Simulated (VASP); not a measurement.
# Si9W4 (a cell with a defect) in VASP: single point with PBE

Aim: the single point of Si9W4 (a cell with a defect) with PBE.

All numbers are computed with VASP 6.6.1; they aren't measurements. Logs are shortened: lines on timing, memory, paths and dates and some standing lists are left out, and cuts for length are marked.

## (1) The cell of the first run

The cell holds a defect, 26 atoms: a = 7.867 Å, b = 7.899 Å, c = 7.899 Å, α = 75.64°, β = 60.13°, γ = 60.13°.

## (2) Single point, PBE (atoms taken out, then relaxed in part)

Input file INCAR:

```
SYSTEM = Si9W4
PREC = Accurate ; ENCUT = 520
EDIFF = 1E-7 ; ISMEAR = 0
SIGMA = 0.1 ; LREAL = Auto
LASPH = .True. ; NELM = 80
ALGO = Fast ; ISIF = 2
LWAVE = .False. ; LCHARG = .False.
GGA = PE ; NBANDS = 111
```

Input file KPOINTS:

```
regular mesh
0
Gamma
  4 4 4
  0 0 0
```

Input file POSCAR:

```
Si9W4
1.0
    0.0000000000      0.0000000000     -7.8668278230
   -4.8434929727     -4.8434929727     -3.9334139115
   -4.8434929727      4.8434929727     -3.9334139115
Si W
18 8
Direct
    0.9925539529      0.3375226063      1.0000000000
    0.6660150524      0.3344283262      0.6677616595
    0.3337767120      0.3344283262      0.3322383405
    1.0015383715     -0.0010949929      0.3322383405
    0.6634098925     -0.0041892730      1.0000000000
    0.3337767120     -0.0010949929      0.6677616595
    0.9925539529      0.6666666667      0.6708559397
    0.6634098925      0.6666666667      0.3291440603
    0.3309682888      0.6666666667      0.0000000000
    0.0023650445      0.6666666667      1.0000000000
    0.6699234408      0.6666666667      0.6708559397
    0.3407793805      0.6666666667      0.3291440603
   -0.0004433786      0.3344283262      0.3322383405
    0.6699234408      0.3375226063      0.0000000000
    0.3317949618      0.3344283262      0.6677616595
   -0.0004433786      0.9989050071      0.6677616595
    0.6673182809      0.9989050071      0.3322383405
    0.3407793805      0.9958107270      0.0000000000
    0.3320622571      0.6666666667      0.6692088192
    0.0012710763      0.6666666667      0.3307911808
    0.6666666667      0.3325231636      0.3341435030
    0.3320622571      0.3358754859      0.0000000000
    0.0008101697      0.3325231636      0.6658564970
    0.6666666667      1.0008101697      0.6658564970
    0.3325231636      1.0008101697      0.3341435030
    1.0012710763      0.9974578475      1.0000000000
```

Potentials or basis: VASP PAW PBE potentials, release 64 (Si, W_sv).

Command:

```
$ cat potpaw_PBE.64/Si/POTCAR potpaw_PBE.64/W_sv/POTCAR > POTCAR
$ mpirun -np 1 vasp_std > vasp.out
```

OUTCAR:

```text
SYSTEM = Si9W4
   PREC = Accurate
   ENCUT = 520
   EDIFF = 1E-7
   ISMEAR = 0
   LREAL = Auto
   LASPH = .True.
   NELM = 80
   ISIF = 2
   GGA = PE

 ion  position               nearest neighbor table
   1  0.993  0.338  0.000-  14 2.54  21 2.62  23 2.62  10 2.64  15 2.65  13 2.65  26 2.65  22 2.66
                            18 2.72
   2  0.666  0.334  0.668-  23 2.62  22 2.63  19 2.63  15 2.63  24 2.64  21 2.64  13 2.64  16 2.64
                            14 2.65  11 2.65
   3  0.334  0.334  0.332-  21 2.62  22 2.63  20 2.63  13 2.63  23 2.64  25 2.64  15 2.64  17 2.64
                            14 2.65  12 2.65
   4  0.002  0.999  0.332-  25 2.62  20 2.63  26 2.63  17 2.63  24 2.64  21 2.64  16 2.64  13 2.64
                            12 2.65  18 2.65
   5  0.663  0.996  0.000-  18 2.54  24 2.62  25 2.62  10 2.64  17 2.65  16 2.65  22 2.65  26 2.66
                            14 2.72
   6  0.334  0.999  0.668-  24 2.62  19 2.63  26 2.63  16 2.63  23 2.64  25 2.64  17 2.64  15 2.64
                            11 2.65  18 2.65
   7  0.993  0.667  0.671-  11 2.54  24 2.62  23 2.62  10 2.64  16 2.65  15 2.65  20 2.65  19 2.66
                            12 2.72
   8  0.663  0.667  0.329-  12 2.54  25 2.62  21 2.62  10 2.64  17 2.65  13 2.65  19 2.65  20 2.66
                            11 2.72
   9  0.331  0.667  0.000-  10 2.59  19 2.61  20 2.61  26 2.61  22 2.61  18 2.64  11 2.64  12 2.64
[... 21 lines left out ...]
  20  0.001  0.667  0.331-   9 2.61  10 2.61   4 2.63  17 2.63   3 2.63  13 2.63   7 2.65  11 2.65
                            12 2.66   8 2.66  26 3.20  22 3.20  24 3.24  23 3.24
  21  0.667  0.333  0.334-   1 2.62  14 2.62  12 2.62   8 2.62   3 2.62  13 2.62   2 2.64   4 2.64
                            17 2.64  15 2.64  24 3.21  26 3.24  19 3.24
  22  0.332  0.336  0.000-   9 2.61  10 2.61   2 2.63   3 2.63  13 2.63  15 2.63   5 2.65  18 2.65
                            14 2.66   1 2.66  19 3.20  20 3.20  24 3.24  25 3.24
  23  0.001  0.333  0.666-   1 2.62  14 2.62  11 2.62   7 2.62  15 2.62   2 2.62  13 2.64   6 2.64
                            16 2.64   3 2.64  25 3.21  26 3.24  20 3.24
  24  0.667  0.001  0.666-   5 2.62   7 2.62  18 2.62  11 2.62  16 2.62   6 2.62   2 2.64   4 2.64
                            17 2.64  15 2.64  21 3.21  22 3.24  20 3.24
  25  0.333  0.001  0.334-  12 2.62  18 2.62   5 2.62   8 2.62   4 2.62  17 2.62  13 2.64  16 2.64
                             6 2.64   3 2.64  23 3.21  22 3.24  19 3.24
  26  0.001  0.997  0.000-   9 2.61  10 2.61   4 2.63   6 2.63  16 2.63  17 2.63   1 2.65  14 2.65
                            18 2.66   5 2.66  19 3.20  20 3.20  21 3.24  23 3.24

  LATTYP: Found a body centered tetragonal cell.
 ALAT       =     9.6869859454
 C/A-ratio  =     0.8121027394

  Lattice vectors:

 A1 = (  -4.8434929727,  -4.8434929727,   3.9334139115)
 A2 = (   4.8434929727,   4.8434929727,   3.9334139115)
 A3 = (  -4.8434929727,   4.8434929727,  -3.9334139115)

Analysis of symmetry for initial positions (statically):
=====================================================================
 Subroutine PRICEL returns:
 Original cell was already a primitive cell.
[... 177 lines left out ...]
   IALGO  =     68    algorithm
   IMIX   =      4    mixing-type and parameters
     AMIX     =   0.40;   BMIX     =  1.00
     AMIX_MAG =   1.60;   BMIX_MAG =  1.00
  volume/ion in A,a.u.               =      14.20        95.80
  Fermi-wavevector in a.u.,A,eV,Ry     =   1.298071  2.452998 22.925657  1.684988
  Thomas-Fermi vector in A             =   2.429423
   LORBIT       =      0    0 simple, 1 ext, 2 COOP (PROOUT), +10 PAW based schemes
   GGA     = PE    functional components
   LHFCALC =     F    Hartree Fock is set to
   AEXX    =    0.0000 exact exchange contribution
   IVDW    =     0    specifies the selected vdW correction
   LEPSILON=     F    determine dielectric tensor
   LRPA    =     F    only Hartree local field effects (RPA)
 non-spin polarized calculation
 RMM-DIIS sequential band-by-band and
 Gauss-broadening in eV      SIGMA  =   0.10
  energy-cutoff  :      520.00
  volume of cell :      369.10
 maximum number of plane-waves:      9955
 NGX is ok and might be reduce to    60
   NGX = 29   NGY = 29   NGZ = 29

 number of electron     184.0000004 magnetization

 Free energy of the ion-electron system (eV)
  ---------------------------------------------------
  ext. energy  EPLUGINS =         0.00000000
  ---------------------------------------------------
  free energy    TOTEN  =      -207.24428831 eV

  energy without entropy =     -207.23006147  energy(sigma->0) =     -207.23717489

 E-fermi :  10.8534     XC(G=0): -12.1552

 val. band max:       10.8444493290   @ k =   0.2500   0.0000   0.0000
 cond. band min:      10.9174078634   @ k =   0.0000   0.5000   0.5000
 fundamental gap:      0.0729585343
 Fermi energy:        10.8534016745

 k-point     1 :       0.0000    0.0000    0.0000
  band No.  band energies     occupation
      1     -62.8492      2.00000
      2     -62.8453      2.00000
      3     -62.8453      2.00000
      4     -62.8415      2.00000
      5     -62.7434      2.00000
      6     -62.7434      2.00000
[... 1380 lines left out ...]
    103      12.8979      0.00000
    104      12.9154      0.00000
 [bands above 104 left out]

------------------------ aborting loop because EDIFF is reached ----------------------------------------

  FORCE on cell =-STRESS in cart. coord.  units (eV):
  Direction    XX          YY          ZZ          XY          YZ          ZX
  --------------------------------------------------------------------------------------
  -------------------------------------------------------------------------------------
  Total       -4.0223692     -4.0223692      0.4129194      0.0000000     -0.0000000     -0.0000000
  in kB      -17.4600516    -17.4600516      1.7923752      0.0000000     -0.0000000     -0.0000000
  external PRESSURE =     -11.0425760 kB  Pullay stress =       0.0000000 kB

 VOLUME and BASIS-vectors are now :
 -----------------------------------------------------------------------------
  energy-cutoff  :      520.00
  volume of cell :      369.10
      direct lattice vectors                 reciprocal lattice vectors
     0.000000000  0.000000000 -7.866827823     0.103231284  0.000000000 -0.127116040
    -4.843492973 -4.843492973 -3.933413912    -0.103231284 -0.103231284  0.000000000
    -4.843492973  4.843492973 -3.933413912    -0.103231284  0.103231284  0.000000000

 POSITION                                       TOTAL-FORCE (eV/Angst)
 -----------------------------------------------------------------------------------
     -1.63479     -1.63479     -9.13587         0.000277      0.000277     -0.000131
     -4.85410      1.61450     -9.18145        -0.006308      0.000000     -0.004918
     -3.22900     -0.01061     -5.24804        -0.000000     -0.006308     -0.004918
     -6.44738     -3.22900     -5.24804         0.006308      0.000000     -0.004918
     -4.82320     -4.82320     -9.13587        -0.000277     -0.000277     -0.000131
     -8.07249     -1.60389     -9.18145        -0.000000      0.006308     -0.004918
[... 18 lines left out ...]
     -1.62235      1.61450     -3.93341         0.008183      0.000000     -0.000000
     -4.83118     -4.83118     -3.93341         0.000802      0.000802     -0.000000
 -----------------------------------------------------------------------------------
    total drift:                               -0.000001     -0.000001      0.000000

  FREE ENERGIE OF THE ION-ELECTRON SYSTEM (eV)
  ---------------------------------------------------
  free  energy   TOTEN  =      -207.2442883089 eV

  energy  without entropy=     -207.2300614697  energy(sigma->0) =     -207.23717489
```

OSZICAR:

```text
N       E                     dE             d eps       ncg     rms          rms(c)
DAV:   1     0.183922089281E+04    0.18392E+04   -0.94378E+04  2998   0.166E+03
DAV:   2    -0.791237639161E+02   -0.19183E+04   -0.18614E+04  3166   0.473E+02
DAV:   3    -0.209816247216E+03   -0.13069E+03   -0.12662E+03  3440   0.114E+02
[... 12 lines left out ...]
RMM:  16    -0.207244287199E+03    0.80500E-05   -0.53011E-05  3803   0.193E-02    0.125E-02
RMM:  17    -0.207244288399E+03   -0.12001E-05   -0.14622E-05  4210   0.102E-02    0.527E-03
RMM:  18    -0.207244288774E+03   -0.37466E-06   -0.22200E-06  3583   0.374E-03    0.318E-03
RMM:  19    -0.207244288359E+03    0.41477E-06   -0.89763E-07  3088   0.273E-03    0.835E-04
RMM:  20    -0.207244288309E+03    0.49949E-07   -0.20623E-07  2304   0.123E-03
   1 F= -.20724429E+03 E0= -.20723717E+03  d E =-.142268E-01
```

It took 29 min on 1 thread of Oxide Virtual Turin-like, shared host; peak memory 0.65 GiB.

Results:

```yaml
Free_energy: -207.2443 eV
Pressure: -1.1 GPa
Largest_force: 0.008 eV/Å
Band_gap_on_the_k_mesh: zero (bands 92 and 93 overlap by 0.53 eV)
```

Forces on the atoms (eV/Å):
```
Si   0.000  0.000  0.000
Si  -0.006  0.000 -0.005
Si   0.000 -0.006 -0.005
Si   0.006  0.000 -0.005
Si   0.000  0.000  0.000
Si   0.000  0.006 -0.005
Si   0.000  0.000  0.000
Si   0.000  0.000  0.000
Si   0.000  0.000  0.000
Si   0.000  0.000  0.000
Si   0.000  0.000  0.000
Si   0.000  0.000  0.000
Si   0.000 -0.006  0.005
Si   0.000  0.000  0.000
Si  -0.006  0.000  0.005
Si   0.000  0.006  0.005
Si   0.006  0.000  0.005
Si   0.000  0.000  0.000
W   -0.001  0.001  0.000
W    0.001 -0.001  0.000
W    0.000 -0.008  0.000
W   -0.001 -0.001  0.000
W   -0.008  0.000  0.000
W    0.000  0.008  0.000
W    0.008  0.000  0.000
W    0.001  0.001  0.000
```

Caveat: the cell differs from its parent crystal (atoms taken out, then relaxed in part); spin-orbit coupling is left out, which moves the levels of the heavy elements.

The gap in the log of VASP goes by the Fermi energy; the results here count the filled bands.